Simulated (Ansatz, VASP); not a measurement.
RbOs in VASP and in Ansatz

```
Rb Os
1.0
     0.00000    3.57974    3.57974
     3.57974    0.00000    3.57974
     3.57974    3.57974    0.00000
Rb Os
2 2
Cartesian
  0.0000 0.0000 0.0000
  1.7899 1.7899 1.7899
  3.5797 3.5797 3.5797
  5.3696 5.3696 5.3696
```

Alike in both runs: functional PBE; k mesh 12 × 12 × 12; occupations gaussian, width 0.1 eV; no spin polarisation.

Ansatz relaxed the structure, and its values are those at the end. VASP's run is a single point on that final structure, the one shown.

```csv
,VASP,Ansatz
version,VASP 6.6.1,Ansatz 0.2.0
potentials or method,"VASP PAW PBE potentials, release 64 (Rb_sv, Os), cutoff 520 eV","scalar-relativistic, plane waves, PAW"
valence electrons in the cell,34,50
```

|  | VASP | Ansatz | Ansatz less VASP |
| --- | --- | --- | --- |
| gap on the k mesh at the Fermi level (eV) | none | none | - |
| pressure (GPa) | 0.2 | 0.0 | -0.24 |

A gap of «none» marks a metal or a gap that the smearing closes. With one functional, cell and mesh, what is left measures potentials, basis and numerics. VASP's potentials hold 34 valence electrons a cell and Ansatz's 50, so a difference there can come from the potentials and not from the codes.

Spin-orbit coupling is off throughout.
